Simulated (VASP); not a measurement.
A run of VASP 6.6.1 is set up as follows.

Contents of POSCAR:

```
Ga2AsP
1.0
    3.9313280001      0.0000000000      0.0000000000
    0.0000000000      3.9313280001      0.0000000000
    0.0000000000      0.0000000000      5.5531814488
P Ga As
1 2 1
Direct
    0.0000000000      0.0000000000      0.0000000000
    0.0000000000      0.5000000000      0.7585251815
    0.5000000000      0.0000000000      0.2414748185
    0.5000000000      0.5000000000      0.5000000000
```

Contents of INCAR.step1:

```
PREC = Accurate
ENCUT = 400
EDIFF = 1E-5
ISMEAR = 0
SIGMA = 0.01
LREAL = F
LASPH = T
NELM = 120
ALGO = Normal
ISIF = 2
LWAVE = T
GGA = PE
NBANDS = 26
GGA_COMPAT = F
```

INCAR.step2

```
PREC = Accurate
ENCUT = 400
EDIFF = 1E-6
ISMEAR = 0
SIGMA = 0.01
LREAL = F
LASPH = T
NELM = 120
ALGO = Normal
ISIF = 2
LWAVE = F
LCHARG = T
GGA = PE
LHFCALC = T
AEXX = 0.25
PRECFOCK = Normal
LELF = T
LVHAR = T
ISTART = 1
NBANDS = 26
GGA_COMPAT = F
```

KPOINTS

```
regular mesh
0
Gamma
  4 4 4
```

Potentials or basis: VASP PAW PBE potentials, release 64 (P, Ga_d, As).

Launch:

```sh
$ cat potpaw_PBE.64/P/POTCAR potpaw_PBE.64/Ga_d/POTCAR potpaw_PBE.64/As/POTCAR > POTCAR
$ cp INCAR.step1 INCAR
$ mpirun -np 1 vasp_std > vasp.out
$ cp INCAR.step2 INCAR
$ mpirun -np 1 vasp_std > vasp.out
```

(1) What does it give for the largest force?

(2) Estimate the pressure.

(3) What does it give for the band gap on the k mesh?

Results:

(1) 0.003 eV/Å.

(2) 0.1 GPa.

(3) 2.59 eV (least direct gap 2.64 eV).

Caveat: the PAW data sets were made with another functional, which shifts forces and pressure a little.
